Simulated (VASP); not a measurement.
Runs of VASP 6.6.1 on Os. The structure is that of space group Fm-3m (No. 225), or close to it. The cells are those of the table. 

```tsv
task	level	potentials or basis	spin	cell	gap on the mesh (eV)	pressure (GPa)
single point	PBE	VASP PAW PBE potentials, release 64 (Os)	non-collinear, zero start, SOC	a = 2.751 Å, angles 60.0°, 1 atom	-	-9.2
single point	PBEsol	VASP PAW PBE potentials, release 64 (Os)	off	a = 2.787 Å, angles 60.0°, 1 atom	none	-31.8
single point	LDA	VASP PAW LDA potentials, release 64 (Os)	off	a = 2.751 Å, angles 60.0°, 1 atom	none	-24.9
single point	PBEsol	VASP PAW PBE potentials, release 64 (Os)	off	a = 2.751 Å, angles 60.0°, 1 atom	none	-20.0
electric field gradients	r2SCAN	VASP PAW PBE potentials, release 64 (Os)	off	a = 2.751 Å, angles 60.0°, 1 atom	none	(a)
electric field gradients	LDA	VASP PAW LDA potentials, release 64 (Os)	off	a = 2.751 Å, angles 60.0°, 1 atom	none	-24.9
electric field gradients	PBEsol	VASP PAW PBE potentials, release 64 (Os)	off	a = 2.751 Å, angles 60.0°, 1 atom	none	-20.0
```

Alike in all rows: k mesh 14 × 14 × 14; cutoff (eV) 520; smearing fermi-dirac 0.03 eV.

**Question.** Estimate the missing entries.

**Answer.** (a) -16.2.

Caveats: spin-orbit coupling is left out, which moves the levels of the heavy elements (some runs); the PAW data sets were made with another functional, which shifts forces and pressure a little (some runs).

A k mesh can miss the band edges, and rows without SOC leave out spin-orbit coupling on Os.

A gap of «none» marks levels without a gap at the run's occupations.
